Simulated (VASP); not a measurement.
A run of VASP 6.6.1 is set up as follows.

The input INCAR:

```
PREC = Accurate ; ENCUT = 520
EDIFF = 1E-7 ; ISMEAR = 0
SIGMA = 0.1 ; LREAL = F
LASPH = T ; NELM = 80
ALGO = Fast ; ISIF = 2
LWAVE = F ; LCHARG = T
LDIPOL = T ; IDIPOL = 3
DIPOL = 0.5 0.5 0.500 ; GGA = PE
LELF = T ; LVHAR = T
LVACPOTAV = T ; NBANDS = 33
```

File KPOINTS:

```
Automatic mesh
0
Gamma
  12 12 1
```

POSCAR

```
Pt
1.0
    2.8073770645      0.0000000000      0.0000000000
   -1.4036885323      2.4312598559      0.0000000000
    0.0000000000      0.0000000000     24.1688550982
Pt
5
Direct
    0.6666666667      0.3333333333      0.3103167266
    0.3333333333      0.6666666667      0.4051583633
    0.0000000000      0.0000000000      0.5000000000
    0.6666666667      0.3333333333      0.5948416367
    0.3333333333      0.6666666667      0.6896832734
```

Potentials or basis: VASP PAW PBE potentials, release 64 (Pt).

Run with:

```console
$ cat potpaw_PBE.64/Pt/POTCAR > POTCAR
$ mpirun -np 1 vasp_std > vasp.out
```

Question: Predict the band gap on the k mesh.

Answer: Zero (bands 25 and 26 overlap by 1.43 eV).

Question: Predict the largest force.

Answer: 0.254 eV/Å.

Forces in eV/Å, atoms in the order of the input:
```
Pt   0.000  0.000 -0.091
Pt   0.000  0.000  0.254
Pt   0.000  0.000  0.000
Pt   0.000  0.000 -0.254
Pt   0.000  0.000  0.091
```

Caveat: spin-orbit coupling is left out, which moves the levels of the heavy elements.
